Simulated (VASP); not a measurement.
Runs of VASP 6.6.1 on BP. The structure is that of space group I-4m2 (No. 119), or close to it. The cells are those of the table. 

```tsv
cell	gap on the mesh (eV)	pressure (GPa)
a = 3.119, b = 3.119, c = 3.602 Å, angles 54.7, 54.7, 70.5°, 2 atoms	none	-3.9
a = 3.573, b = 3.573, c = 2.803 Å, angles 66.9, 66.9, 46.2°, 2 atoms	none	(a)
a = 3.410, b = 3.410, c = 2.940 Å, angles 64.5, 64.5, 51.1°, 2 atoms	none	0.3
a = 3.188, b = 3.188, c = 3.253 Å, angles 59.3, 59.3, 61.3°, 2 atoms	(b)	0.9
a = 3.126, b = 3.126, c = 3.486 Å, angles 56.1, 56.1, 67.8°, 2 atoms	none	-1.4
a = 3.268, b = 3.268, c = 3.109 Å, angles 61.6, 61.6, 56.8°, 2 atoms	0.51	0.8
a = 3.124, b = 3.124, c = 3.704 Å, angles 53.6, 53.6, 72.7°, 2 atoms	none	-6.5
a = 3.170, b = 3.170, c = 3.299 Å, angles 58.6, 58.6, 62.7°, 2 atoms	-	0.8
```

Alike in all rows: task single point; level PBE; potentials or basis VASP PAW PBE potentials, release 64 (B, P); no spin polarisation; k mesh 12 × 12 × 12; cutoff (eV) 520; smearing gaussian 0.05 eV.

Problem. Fill in the values left out.

Solution. (a) -3.5; (b) 0.63.

A k mesh can miss the band edges.

A gap of «none» marks levels without a gap at the run's occupations.
